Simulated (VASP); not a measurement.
# AlIn2As3 (P3m1) in VASP: notebook, part 2 of 2

VASP 6.6.1. The steps go on from the part before.

## 3. Single point, PBE

This run uses another cell than the first one, of 27.41 Å³/atom, 1.190 times its volume.

Contents of INCAR:

```
SYSTEM = AlIn2As3
ALGO = Normal ; EDIFF = 1E-6
ENCUT = 520 ; GGA = PE
ISIF = 2 ; ISMEAR = 0
LASPH = .True. ; LCHARG = .False.
LREAL = .False. ; LWAVE = .False.
NBANDS = 31 ; NELM = 60
PREC = Accurate ; SIGMA = 0.1
```

Contents of KPOINTS:

```
k-points
0
Gamma
  6 6 2
  0 0 0
```

Contents of POSCAR:

```
AlIn2As3
1.0
    4.2617773004      0.0000000031      0.0000000000
   -2.1308886529      3.6908074059      0.0000000000
    0.0000000000      0.0000000000     10.4573593295
Al In As
1 2 3
Direct
    0.3333333333      0.6666666667      0.6664661081
    0.0000000000      0.0000000000     -0.0056021201
    0.6666666667      0.3333333333      0.3406122595
    0.3333333333      0.6666666667      0.9028952833
    0.6666666667      0.3333333333      0.5968888841
    0.0000000000      0.0000000000      0.2487395851
```

Potentials or basis: VASP PAW PBE potentials, release 64 (Al, In_d, As).

Started as:

```console
> cat potpaw_PBE.64/Al/POTCAR potpaw_PBE.64/In_d/POTCAR potpaw_PBE.64/As/POTCAR > POTCAR
> mpirun -np 1 vasp_std > vasp.out
```

OUTCAR:

```text
SYSTEM = AlIn2As3
   EDIFF = 1E-6
   ENCUT = 520
   GGA = PE
   ISIF = 2
   ISMEAR = 0
   LASPH = .True.
   LREAL = .False.
   NELM = 60
   PREC = Accurate

 ion  position               nearest neighbor table
   1  0.333  0.667  0.666-   4 2.47   5 2.57   5 2.57   5 2.57
   2  0.000  0.000  0.994-   4 2.64   4 2.64   4 2.64   6 2.66
   3  0.667  0.333  0.341-   6 2.64   6 2.64   6 2.64   5 2.68
   4  0.333  0.667  0.903-   1 2.47   2 2.64   2 2.64   2 2.64
   5  0.667  0.333  0.597-   1 2.57   1 2.57   1 2.57   3 2.68
   6  0.000  0.000  0.249-   3 2.64   3 2.64   3 2.64   2 2.66

  LATTYP: Found a hexagonal cell.
 ALAT       =     4.2617773004
 C/A-ratio  =     2.4537554622

  Lattice vectors:

 A1 = (   4.2617773004,   0.0000000031,   0.0000000000)
 A2 = (  -2.1308886529,   3.6908074059,   0.0000000000)
 A3 = (   0.0000000000,   0.0000000000,  10.4573593295)

Analysis of symmetry for initial positions (statically):
=====================================================================
 Subroutine PRICEL returns:
 Original cell was already a primitive cell.
[... 171 lines left out ...]
 cond. band min:       4.8958424020   @ k =   0.0000   0.0000   0.5000
 fundamental gap:      0.9167511840
 Fermi energy:         3.9941780896

 k-point     1 :       0.0000    0.0000    0.0000
  band No.  band energies     occupation
      1     -10.3981      2.00000
      2     -10.3435      2.00000
      3     -10.3265      2.00000
      4     -10.3265      2.00000
      5     -10.3019      2.00000
      6     -10.3019      2.00000
[... 465 lines left out ...]
     30       9.4432      0.00000
     31       9.7635      0.00000

------------------------ aborting loop because EDIFF is reached ----------------------------------------

  FORCE on cell =-STRESS in cart. coord.  units (eV):
  Direction    XX          YY          ZZ          XY          YZ          ZX
  --------------------------------------------------------------------------------------
  -------------------------------------------------------------------------------------
  Total        0.1652909      0.1652909      0.1450140     -0.0000000     -0.0000000     -0.0000000
  in kB        1.6099979      1.6099979      1.4124927     -0.0000000     -0.0000000     -0.0000000
  external PRESSURE =       1.5441628 kB  Pullay stress =       0.0000000 kB

 VOLUME and BASIS-vectors are now :
 -----------------------------------------------------------------------------
  energy-cutoff  :      520.00
  volume of cell :      164.49
      direct lattice vectors                 reciprocal lattice vectors
     4.261777300  0.000000003  0.000000000     0.234643889  0.135471713  0.000000000
    -2.130888653  3.690807406  0.000000000    -0.000000000  0.270943425  0.000000000
     0.000000000  0.000000000 10.457359329     0.000000000  0.000000000  0.095626436

 POSITION                                       TOTAL-FORCE (eV/Angst)
 -----------------------------------------------------------------------------------
     -0.00000      2.46054      6.96948        -0.000000     -0.000000     -0.006710
      0.00000      0.00000     10.39878        -0.000000      0.000000     -0.008873
      2.13089      1.23027      3.56190         0.000000      0.000000     -0.010621
     -0.00000      2.46054      9.44190         0.000000     -0.000000      0.005525
      2.13089      1.23027      6.24188         0.000000     -0.000000      0.013858
      0.00000      0.00000      2.60116        -0.000000     -0.000000      0.006821
 -----------------------------------------------------------------------------------
    total drift:                               -0.000000     -0.000000      0.000199

  FREE ENERGIE OF THE ION-ELECTRON SYSTEM (eV)
  ---------------------------------------------------
  free  energy   TOTEN  =       -24.6463199503 eV

  energy  without entropy=      -24.6441802518  energy(sigma->0) =      -24.64525010
```

stdout:

```text
POSCAR found type information on POSCAR AlInAs
 POSCAR found :  3 types and       6 ions
 scaLAPACK will be used
 LDA part: xc-table for (Slater+PW92), standard interpolation
 POSCAR, INCAR and KPOINTS ok, starting setup
 FFT: planning ... GRIDC
 FFT: planning ... GRID_SOFT
 FFT: planning ... GRID
 WAVECAR not read
 entering main loop
```

Run time: 77 s. Hardware: 1 thread of Intel Xeon 6975P-C, shared host; peak memory 0.3 GiB.

What came out:

| Property | Result |
| --- | --- |
| Free energy | -24.6463 eV |
| Pressure | 0.2 GPa |
| Largest force | 0.014 eV/Å |

Forces on the atoms (eV/Å):
```
Al   0.000  0.000 -0.007
In   0.000  0.000 -0.009
In   0.000  0.000 -0.011
As   0.000  0.000  0.006
As   0.000  0.000  0.014
As   0.000  0.000  0.007
```

Caveat: spin-orbit coupling is left out, which moves the levels of the heavy elements.

## 4. Relaxation of cell and atoms, PBE

Contents of INCAR:

```
SYSTEM = AlIn2As3
PREC = Accurate ; ENCUT = 600
EDIFF = 1E-7 ; ISMEAR = 0
SIGMA = 0.1 ; LREAL = .False.
LASPH = .True. ; NELM = 80
ALGO = Normal ; ISIF = 3
LWAVE = .False. ; LCHARG = .False.
GGA = PE ; IBRION = 2
NSW = 90 ; EDIFFG = -0.04
```

Contents of KPOINTS:

```
Automatic mesh
0
Gamma
  6 6 2
  0 0 0
```

Contents of POSCAR:

```
AlIn2As3
1.0
    4.0242195100      0.0000000000      0.0000000000
   -2.0121097600      3.4850763300      0.0000000000
    0.0000000000      0.0000000000      9.8572844200
Al In As
1 2 3
Direct
    0.3333333300      0.6666666700      0.6666666700
    0.0000000000      0.0000000000      0.0000000000
    0.6666666700      0.3333333300      0.3333333300
    0.3333333300      0.6666666700      0.9166666700
    0.6666666700      0.3333333300      0.5833333300
    0.0000000000      0.0000000000      0.2500000000
```

Started as:

```console
> cat potpaw_PBE.64/Al/POTCAR potpaw_PBE.64/In_d/POTCAR potpaw_PBE.64/As/POTCAR > POTCAR
> mpirun -np 1 vasp_std > vasp.out
```

Wall time 9 min (1 thread of Intel Xeon 6975P-C, shared host); peak memory 0.32 GiB.

It converged, with:

```
Free energy                            : -24.6436 eV
Relaxed volume                         : 27.49 Å³/atom
Relaxed cell                           : a = 4.268 Å, b = 4.268 Å, c = 10.456 Å, α = 90.00°, β = 90.00°, γ = 120.00°
Space group after relaxing (to 0.05 Å) : P3m1 (No. 156)
Energy gained by relaxing              : 211.0 meV/atom
Ionic steps                            : 9
Pressure after relaxing                : 0.0 GPa
Largest force after relaxing           : 0.023 eV/Å
```

Forces in eV/Å, atoms in the order of the input:
```
Al   0.000  0.000  0.011
In   0.000  0.000 -0.003
In   0.000  0.000 -0.023
As   0.000  0.000 -0.011
As   0.000  0.000  0.010
As   0.000  0.000  0.015
```

Stress tensor (GPa, compression positive):
```
-0.02  0.00  0.00
 0.00 -0.02  0.00
 0.00  0.00  0.07
```

The path:
| step | energy change (eV) | largest force (eV/Å) | pressure (GPa) | volume (Å³) |
| --- | --- | --- | --- | --- |
| 1 | 0.0000 | 1.6859 | 15.16 | 138.25 |
| 2 | -0.8656 | 0.3037 | -4.87 | 186.62 |
| 3 | -1.1984 | 0.5832 | -0.28 | 166.53 |
| 4 | -1.2281 | 0.3699 | -0.15 | 165.89 |
| 5 | -1.2554 | 0.2717 | 0.26 | 164.29 |
| 6 | -1.2559 | 0.2463 | 0.20 | 164.49 |
| 7 | -1.2646 | 0.1314 | -0.09 | 165.27 |
| 8 | -1.2646 | 0.1292 | -0.09 | 165.29 |
| 9 | -1.2658 | 0.0234 | 0.01 | 164.95 |

Final structure:
```
Al In As
1.0
     4.26800    0.00000    0.00000
    -2.13400    3.69620    0.00000
     0.00000    0.00000   10.45596
Al In As
1 2 3
Direct
  0.33333 0.66667 0.66632
  0.00000 0.00000 0.99422
  0.66667 0.33333 0.34063
  0.33333 0.66667 0.90306
  0.66667 0.33333 0.59702
  0.00000 0.00000 0.24875
```

Levels at points of the mesh, in eV from the Fermi level:
| k point | band 19 | band 20 | band 21 | band 22 | band 23 | band 24 | band 25 | band 26 |
| --- | --- | --- | --- | --- | --- | --- | --- | --- |
| (0.00, 0.00, 0.00) | -0.62 | -0.25 | -0.04 | -0.04 | -0.02 | 1.05 | 1.40 | 3.68 |
| (0.50, 0.00, 0.00) | -2.22 | -2.17 | -1.46 | -1.26 | 1.34 | 1.89 | 2.22 | 2.28 |
| (0.00, 0.00, 0.50) | -0.45 | -0.45 | -0.20 | -0.20 | 0.89 | 1.32 | 1.49 | 3.84 |
| (0.50, 0.00, 0.50) | -2.25 | -1.83 | -1.05 | -0.96 | 0.96 | 1.62 | 2.22 | 3.12 |

Caveat: the volume moved by over 15 % at a fixed basis, so the end points are rough; spin-orbit coupling is left out, which moves the levels of the heavy elements.

## 5. Single point, PBE

This run uses another cell than the first one, of 27.44 Å³/atom, 1.191 times its volume.

Contents of INCAR:

```
SYSTEM = AlIn2As3
PREC = Accurate ; ENCUT = 520
EDIFF = 1E-7 ; ISMEAR = 0
SIGMA = 0.1 ; LREAL = .False.
LASPH = .True. ; NELM = 60
ALGO = Normal ; ISIF = 2
LWAVE = .False. ; LCHARG = .True.
GGA = PE ; LELF = .True.
LVHAR = .True. ; NBANDS = 31
```

Contents of KPOINTS:

```
Automatic mesh
0
Gamma
  12 12 4
  0 0 0
```

Contents of POSCAR:

```
AlIn2As3
1.0
    4.2628177081      0.0000000000      0.0000000000
   -2.1314088540      3.6917084269      0.0000000000
    0.0000000000      0.0000000000     10.4625209714
Al In As
1 2 3
Direct
    0.3333333333      0.6666666667      0.6665374195
    0.0000000000      0.0000000000      0.9943041414
    0.6666666667      0.3333333333      0.3404175736
    0.3333333333      0.6666666667      0.9029630292
    0.6666666667      0.3333333333      0.5969608707
    0.0000000000      0.0000000000      0.2488169655
```

Started as:

```console
> cat potpaw_PBE.64/Al/POTCAR potpaw_PBE.64/In_d/POTCAR potpaw_PBE.64/As/POTCAR > POTCAR
> mpirun -np 1 vasp_std > vasp.out
```

It took 6.9 min on 1 thread of Intel Xeon 6975P-C, shared host; peak memory 0.49 GiB.

The run converged. Its results:

| Item | Value |
| --- | --- |
| Free energy | -24.6757 eV |
| Pressure | 0.1 GPa |
| Largest force | 0.007 eV/Å |

Forces in eV/Å, atoms in the order of the input:
```
Al   0.000  0.000 -0.005
In   0.000  0.000  0.001
In   0.000  0.000  0.000
As   0.000  0.000  0.007
As   0.000  0.000 -0.003
As   0.000  0.000  0.000
```

Levels at points of the mesh, in eV from the Fermi level:
```
           k point  band 19  band 20  band 21  band 22  band 23  band 24  band 25  band 26
(0.00, 0.00, 0.00)    -0.64    -0.29    -0.06    -0.06    -0.04     1.04     1.39     3.66
(0.50, 0.00, 0.00)    -2.26    -2.20    -1.49    -1.29     1.31     1.86     2.19     2.25
(0.00, 0.00, 0.50)    -0.48    -0.48    -0.22    -0.22     0.88     1.30     1.48     3.82
(0.50, 0.00, 0.50)    -2.28    -1.86    -1.08    -0.99     0.93     1.60     2.20     3.08
```

Caveat: spin-orbit coupling is left out, which moves the levels of the heavy elements.

## 6. Summary

```csv
task,cell,k mesh,cutoff (eV),pressure (GPa),largest force (eV/Å)
single point,"a = 4.024, b = 4.024, c = 9.857 Å, angles 90.0, 90.0, 120.0°, 6 atoms",6 × 6 × 2,520,15.1,1.69
single point,"a = 4.262, b = 4.262, c = 10.457 Å, angles 90.0, 90.0, 120.0°, 6 atoms",6 × 6 × 2,520,0.2,0.01
relaxation of cell and atoms,"relaxed from a = 4.024, b = 4.024, c = 9.857 Å, angles 90.0, 90.0, 120.0°, 6 atoms",6 × 6 × 2,600,0.0,0.02
single point,"a = 4.263, b = 4.263, c = 10.463 Å, angles 90.0, 90.0, 120.0°, 6 atoms",12 × 12 × 4,520,0.1,0.01
```

Alike in all rows: level PBE; potentials or basis VASP PAW PBE potentials, release 64 (Al, In_d, As); no spin polarisation; smearing gaussian 0.1 eV.

Caveats: spin-orbit coupling is left out, which moves the levels of the heavy elements; forces of over 1 eV/Å act on the atoms, so gaps and moduli don't describe the material at rest (some runs); the volume moved by over 15 % at a fixed basis, so the end points are rough (some runs).

Total energies depend on the potentials used, so only differences within one code and one set of settings carry meaning.
